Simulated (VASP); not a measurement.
# HfB2 in VASP: notebook, part 3 of 3

VASP 6.6.1. Earlier steps stand in the parts before.

## (5) Single point, PBE+U

This run uses another cell than the first one, of 10.04 Å³/atom, 1.046 times its volume.

INCAR

```
SYSTEM = HfB2
PREC     = Accurate       ! precision mode
ENCUT    = 520            ! plane-wave cutoff, eV
EDIFF    = 1E-6           ! SCF threshold, eV
ISMEAR   = -1             ! smearing method
SIGMA    = 0.05           ! smearing width, eV
LREAL    = .False.        ! projectors in reciprocal space
LASPH    = .True.         ! aspherical terms in the spheres
NELM     = 150            ! most SCF steps
ALGO     = Normal         ! electronic algorithm
ISIF     = 2              ! what is computed and relaxed
LWAVE    = .False.        ! write WAVECAR
LCHARG   = .True.         ! write CHGCAR
LMAXMIX  = 4              ! l up to which the mixer works
LDAU     = .True.         ! DFT+U
LDAUTYPE = 2            
LDAUL    = 2 -1           ! shell
LDAUU    = 2 0            ! U, eV
LDAUJ    = 0 0          
LDAUPRINT= 1            
GGA      = PE             ! functional
LELF     = .True.         ! ELF
LVHAR    = .True.       
NBANDS   = 15             ! bands
```

KPOINTS

```
Automatic mesh
0
Gamma
  10 10 8
  0 0 0
```

POSCAR

```
HfB2
1.0
    3.1467780809      0.0000000000      0.0000000000
   -1.5733890405      2.7251897581      0.0000000000
    0.0000000000      0.0000000000      3.5136720904
Hf B
1 2
Direct
    0.0000000000      0.0000000000      0.0000000000
    0.6666666667      0.3333333333      0.5000000000
    0.3333333333      0.6666666667      0.5000000000
```

Potentials or basis: VASP PAW PBE potentials, release 64 (Hf_pv, B).

Launch:

```bash
$ cat potpaw_PBE.64/Hf_pv/POTCAR potpaw_PBE.64/B/POTCAR > POTCAR
$ mpirun -np 1 vasp_std > vasp.out
```

OUTCAR:

```text
SYSTEM = HfB2
   PREC = Accurate
   ENCUT = 520
   EDIFF = 1E-6
   ISMEAR = -1
   LREAL = .False.
   LASPH = .True.
   NELM = 150
   ISIF = 2
   GGA = PE

 ion  position               nearest neighbor table
   1  0.000  0.000  0.000-   2 2.53   3 2.53   2 2.53   3 2.53   3 2.53   3 2.53   2 2.53   2 2.53
                             2 2.53   2 2.53   3 2.53   3 2.53
   2  0.667  0.333  0.500-   3 1.82   3 1.82   3 1.82   1 2.53   1 2.53   1 2.53   1 2.53   1 2.53
                             1 2.53
   3  0.333  0.667  0.500-   2 1.82   2 1.82   2 1.82   1 2.53   1 2.53   1 2.53   1 2.53   1 2.53
                             1 2.53

  LATTYP: Found a hexagonal cell.
 ALAT       =     3.1467780809
 C/A-ratio  =     1.1165935443

  Lattice vectors:

 A1 = (   3.1467780809,   0.0000000000,   0.0000000000)
 A2 = (  -1.5733890405,   2.7251897581,   0.0000000000)
 A3 = (   0.0000000000,   0.0000000000,   3.5136720904)

Analysis of symmetry for initial positions (statically):
=====================================================================
 Subroutine PRICEL returns:
 Original cell was already a primitive cell.

 Routine SETGRP: Setting up the symmetry group for a
 hexagonal supercell.

 Subroutine GETGRP returns: Found 24 space group operations
 (whereof 24 operations were pure point group operations)
 out of a pool of 24 trial point group operations.

The static configuration has the point symmetry D_6h.

Analysis of symmetry for dynamics (positions and initial velocities):
=====================================================================
 Subroutine PRICEL returns:
 Original cell was already a primitive cell.

 Routine SETGRP: Setting up the symmetry group for a
 hexagonal supercell.

 Subroutine GETGRP returns: Found 24 space group operations
 (whereof 24 operations were pure point group operations)
 out of a pool of 24 trial point group operations.
[... 174 lines left out ...]
  o =  0.1871  v = -0.4620  0.0000  0.0000  0.0000 -0.8869  0.0000  0.0000  0.0000  0.0000  0.0000      0.0000  0.0000  0.0000  0.0000  0.0000  0.0000  0.0000  0.0000  0.0000  0.0000
  o =  0.1871  v = -0.8869 -0.0000 -0.0000 -0.0000  0.4620  0.0000  0.0000  0.0000  0.0000  0.0000      0.0000  0.0000  0.0000  0.0000  0.0000  0.0000  0.0000  0.0000  0.0000  0.0000
  o =  0.1871  v =  0.0000  0.0000  0.0000  0.0000  0.0000 -0.8869 -0.0000 -0.0000 -0.0000  0.4620      0.0000  0.0000  0.0000  0.0000  0.0000  0.0000  0.0000  0.0000  0.0000  0.0000

 number of electron      15.9999997 magnetization

 Free energy of the ion-electron system (eV)
  ---------------------------------------------------
  ext. energy  EPLUGINS =         0.00000000
  ---------------------------------------------------
  free energy    TOTEN  =       -24.91039235 eV

  energy without entropy =      -24.90785657  energy(sigma->0) =      -24.90912446

 E-fermi :   7.7429     XC(G=0): -12.5326

 val. band max:        7.6820229837   @ k =   0.2000   0.2000   0.1250
 cond. band min:       7.9255446261   @ k =   0.0000   0.0000   0.2500
 fundamental gap:      0.2435216424
 Fermi energy:         7.7428994731

 k-point     1 :       0.0000    0.0000    0.0000
  band No.  band energies     occupation
      1     -23.3426      2.00000
      2     -22.8633      2.00000
      3     -22.8633      2.00000
      4      -6.0422      2.00000
      5       4.7735      2.00000
      6       4.8223      2.00000
      7       4.9648      2.00000
      8       4.9648      2.00000
      9      11.9665      0.00000
     10      11.9665      0.00000
     11      12.3961      0.00000
     12      12.3961      0.00000
     13      12.6291      0.00000
     14      12.6396      0.00000
[... 401 lines left out ...]
      2     -23.2472      2.00000
      3     -23.0691      2.00000
      4      -2.2399      2.00000
      5      -0.8568      2.00000
      6       3.1190      2.00000
      7       4.0017      2.00000
      8       5.6313      2.00000
      9       8.8779      0.00000
     10      11.9280      0.00000
     11      11.9360      0.00000
     12      14.1478      0.00000
     13      15.0391      0.00000
     14      16.0230      0.00000
     15      18.4408      0.00000

 [... further k-points ...]
[... 5 lines left out ...]
  --------------------------------------------------------------------------------------
  -------------------------------------------------------------------------------------
  Total        0.5872244      0.5872244      0.6454864     -0.0000000     -0.0000000     -0.0000000
  in kB       31.2241454     31.2241454     34.3220801     -0.0000000     -0.0000000     -0.0000000
  external PRESSURE =      32.2567903 kB  Pullay stress =       0.0000000 kB

 VOLUME and BASIS-vectors are now :
 -----------------------------------------------------------------------------
  energy-cutoff  :      520.00
  volume of cell :       30.13
      direct lattice vectors                 reciprocal lattice vectors
     3.146778081  0.000000000  0.000000000     0.317785358  0.183473462  0.000000000
    -1.573389040  2.725189758  0.000000000     0.000000000  0.366946924  0.000000000
     0.000000000  0.000000000  3.513672090     0.000000000  0.000000000  0.284602540

 POSITION                                       TOTAL-FORCE (eV/Angst)
 -----------------------------------------------------------------------------------
      0.00000      0.00000      0.00000        -0.000000      0.000000      0.000000
      1.57339      0.90840      1.75684         0.000000      0.000000      0.000000
     -0.00000      1.81679      1.75684        -0.000000     -0.000000      0.000000
 -----------------------------------------------------------------------------------
    total drift:                               -0.000000      0.000000     -0.000000

  FREE ENERGIE OF THE ION-ELECTRON SYSTEM (eV)
  ---------------------------------------------------
  free  energy   TOTEN  =       -24.9103923529 eV

  energy  without entropy=      -24.9078565714  energy(sigma->0) =      -24.90912446
```

It took 21 s on 1 thread of Intel Xeon Platinum 8259CL at 2.50GHz (Skylake/Cascade Lake), shared host; peak memory 0.16 GiB.

What came out:

```
Free energy            : -24.9104 eV
Pressure               : 3.2 GPa
Band gap on the k mesh : zero (band 8 reaches 8.53 eV, above the bottom of band 9 at 7.59 eV)
```

Levels at points of the mesh, in eV from the Fermi level:
```
           k point  band 4  band 5  band 6  band 7  band 8  band 9  band 10  band 11  band 12  band 13
(0.00, 0.00, 0.00)  -13.79   -2.97   -2.92   -2.78   -2.78    4.22     4.22     4.65     4.65     4.89
(0.50, 0.00, 0.00)   -9.76   -9.13   -4.05   -3.47   -2.69    1.94     2.91     5.56     5.91     5.97
(0.00, 0.00, 0.50)  -11.46   -8.48   -1.21   -1.21    0.53    0.53     1.18     1.18     2.28     4.99
(0.50, 0.00, 0.50)  -10.26   -7.60   -4.85   -4.65   -2.85    3.85     4.17     6.43     7.14     7.39
```

Eigenvalues of the final occupation matrices:
| site | spin | trace | eigenvalues |
| --- | --- | --- | --- |
| site 1 d | 1 | 0.89 | 0.16 0.18 0.18 0.19 0.19 |
| site 1 d | 2 | 0.89 | 0.16 0.18 0.18 0.19 0.19 |

Caveat: spin-orbit coupling is left out, which moves the levels of the heavy elements; U without spin polarisation on a metal has little footing; the U is typed as a test and isn't derived for this compound.

## (6) Single point, PBE+U

This run uses another cell than the first one, of 10.09 Å³/atom, 1.050 times its volume.

INCAR

```
  PREC = Accurate
  ENCUT = 520
  EDIFF = 1E-6
  ISMEAR = -1
  SIGMA = 0.05
  LREAL = False
  LASPH = True
  NELM = 150
  ALGO = Normal
  ISIF = 2
  LWAVE = False
  LCHARG = True
  LMAXMIX = 4
  LDAU = True
  LDAUTYPE = 2
  LDAUL = 2 -1
  LDAUU = 3 0
  LDAUJ = 0 0
  LDAUPRINT = 1
  GGA = PE
  LELF = True
  LVHAR = True
  NBANDS = 15
```

KPOINTS

```
Automatic mesh
0
Gamma
  10 10 8
```

POSCAR

```
HfB2
1.0
    3.1483510755      0.0000000000      0.0000000000
   -1.5741755377      2.7265520114      0.0000000000
    0.0000000000      0.0000000000      3.5260674076
Hf B
1 2
Direct
    0.0000000000      0.0000000000      0.0000000000
    0.6666666667      0.3333333333      0.5000000000
    0.3333333333      0.6666666667      0.5000000000
```

Potentials or basis: VASP PAW PBE potentials, release 64 (Hf_pv, B).

Launch:

```bash
$ cat potpaw_PBE.64/Hf_pv/POTCAR potpaw_PBE.64/B/POTCAR > POTCAR
$ mpirun -np 1 vasp_std > vasp.out
```

Run time: 21 s. Hardware: 1 thread of Intel Xeon Platinum 8259CL at 2.50GHz (Skylake/Cascade Lake), shared host; peak memory 0.16 GiB.

It converged, with:

```
Free energy            : -24.1902 eV
Pressure               : 5.0 GPa
Band gap on the k mesh : zero (band 8 reaches 8.69 eV, above the bottom of band 9 at 7.70 eV)
```

Stress tensor (GPa, compression positive):
```
4.89 0.00 0.00
0.00 4.89 0.00
0.00 0.00 5.15
```

Levels at points of the mesh, in eV from the Fermi level:
```csv
k point,band 6,band 7,band 8,band 9,band 10,band 11
"(0.00, 0.00, 0.00)",-2.94,-2.78,-2.78,4.29,4.29,4.62
"(0.50, 0.00, 0.00)",-4.07,-3.55,-2.67,1.82,2.96,5.50
"(0.00, 0.00, 0.50)",-1.28,-1.28,0.58,0.58,1.22,1.22
"(0.50, 0.00, 0.50)",-4.86,-4.68,-2.98,3.73,4.16,6.49
```

Eigenvalues of the final occupation matrices:
| site | spin | trace | eigenvalues |
| --- | --- | --- | --- |
| site 1 d | 1 | 0.87 | 0.16 0.17 0.17 0.18 0.18 |
| site 1 d | 2 | 0.87 | 0.16 0.17 0.17 0.18 0.18 |

Caveat: spin-orbit coupling is left out, which moves the levels of the heavy elements; U without spin polarisation on a metal has little footing; the U is typed as a test and isn't derived for this compound.

## (7) Overview

| task | level | U | cell | cutoff (eV) | smearing | gap on the mesh (eV) | pressure (GPa) |
| --- | --- | --- | --- | --- | --- | --- | --- |
| single point | PBEsol+D4 | - | a = 3.116, b = 3.116, c = 3.427 Å, angles 90.0, 90.0, 120.0°, 3 atoms | 520 | gaussian 0.1 eV | none | 0.0 |
| relaxation of cell and atoms | PBEsol+D4 | - | relaxed from a = 3.140, b = 3.140, c = 3.480 Å, angles 90.0, 90.0, 120.0°, 3 atoms | 600 | gaussian 0.1 eV | none | -0.1 |
| single point | PBE | - | a = 3.144, b = 3.144, c = 3.491 Å, angles 90.0, 90.0, 120.0°, 3 atoms | 520 | fermi-dirac 0.05 eV | none | -0.4 |
| single point | PBE+U | Hf d U = 2.0 eV | a = 3.147, b = 3.147, c = 3.514 Å, angles 90.0, 90.0, 120.0°, 3 atoms | 520 | fermi-dirac 0.05 eV | none | 3.2 |
| single point | PBE+U | Hf d U = 3.0 eV | a = 3.148, b = 3.148, c = 3.526 Å, angles 90.0, 90.0, 120.0°, 3 atoms | 520 | fermi-dirac 0.05 eV | none | 5.0 |

Alike in all rows: potentials or basis VASP PAW PBE potentials, release 64 (Hf_pv, B); no spin polarisation; k mesh 10 × 10 × 8.

Caveats: spin-orbit coupling is left out, which moves the levels of the heavy elements; the PAW data sets were made with another functional, which shifts forces and pressure a little (some runs); pairwise dispersion overbinds metals, which lowers pressure and volume (some runs); U without spin polarisation on a metal has little footing (some runs); the U is typed as a test and isn't derived for this compound (some runs).

Absolute energies hang on the potentials; compare differences alone.
